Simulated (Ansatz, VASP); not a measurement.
Zn in VASP and in Ansatz

```
CELL_PARAMETERS angstrom
5.14786 0.00000 0.00000
0.00000 5.14786 0.00000
0.00000 0.00000 5.14786
ATOMIC_POSITIONS crystal
Zn 0.00000 0.00000 0.00000
Zn 0.50000 0.50000 0.50000
Zn 0.25000 0.00000 0.50000
Zn 0.75000 0.00000 0.50000
Zn 0.50000 0.25000 0.00000
Zn 0.50000 0.75000 0.00000
Zn 0.00000 0.50000 0.25000
Zn 0.00000 0.50000 0.75000
```

Alike in both runs: functional BLYP; k mesh 5 × 5 × 5; occupations fermi-dirac, width 0.1 eV; no spin polarisation.

Ansatz relaxed the structure, and its values are those at the end. VASP's run is a single point on that final structure, the one shown.

```csv
,VASP,Ansatz
version,VASP 6.6.1,Ansatz 0.2.0
potentials or method,"VASP PAW PBE potentials, release 64 (Zn), cutoff 520 eV","plane waves (420 eV) with PAW, scalar-relativistic"
valence electrons in the cell,96,96
```

Ansatz gave:

| Item | Value |
| --- | --- |
| pressure (GPa) | 0.0 |

Task: What did VASP give for the same quantities?

Result: Pressure (GPa): 0.2.

VASP's potentials were made for PBE, not for BLYP.
